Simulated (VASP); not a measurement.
Write the native input for VASP 6.6.1 that does the following.

| Item | Value |
| --- | --- |
| Task | single point |
| Functional | PBE |
| Potentials or basis | VASP PAW PBE potentials, release 64 (Al, Ru_pv) |
| Cutoff | 520 eV |
| k mesh | 14 × 14 × 14 |
| Occupations | gaussian, width 0.1 eV |
| Spin | no spin polarisation |
| Dipole correction | no |
| Further INCAR settings | ALGO = Fast; EDIFF = 1e-06; NBANDS = 16 |

The structure of AlRu lies in POSCAR:

```
AlRu
1.0
    2.9521365880      0.0000000000      0.0000000000
    0.0000000000      2.9521365880      0.0000000000
    0.0000000000      0.0000000000      2.9521365880
Al Ru
1 1
Direct
    0.0000000000      0.0000000000      0.0000000000
    0.5000000000      0.5000000000      0.5000000000
```

The input as run:

INCAR

```
SYSTEM = AlRu
PREC     = Accurate       ! precision mode
ENCUT    = 520            ! plane-wave cutoff, eV
EDIFF    = 1E-6           ! SCF threshold, eV
ISMEAR   = 0              ! smearing method
SIGMA    = 0.1            ! smearing width, eV
LREAL    = .False.        ! projectors in reciprocal space
LASPH    = .True.         ! aspherical terms in the spheres
NELM     = 60             ! most SCF steps
ALGO     = Fast           ! electronic algorithm
ISIF     = 2              ! what is computed and relaxed
LWAVE    = .False.        ! write WAVECAR
LCHARG   = .False.        ! write CHGCAR
GGA      = PE             ! functional
NBANDS   = 16             ! bands
```

KPOINTS

```
Automatic mesh
0
Gamma
  14 14 14
  0 0 0
```

Potentials or basis: VASP PAW PBE potentials, release 64 (Al, Ru_pv).

Run with:

```bash
$ cat potpaw_PBE.64/Al/POTCAR potpaw_PBE.64/Ru_pv/POTCAR > POTCAR
$ mpirun -np 1 vasp_std > vasp.out
```

It gave:

| Property | Result |
| --- | --- |
| Pressure | 11.9 GPa |
| Band gap on the k mesh | zero (an odd number of electrons rules out a gap without spin polarisation) |

Caveat: the cell stands under pressure.

It took 47 s on 1 thread of Intel Xeon 8259CL, with other jobs on the host, peak memory 0.17 GiB.
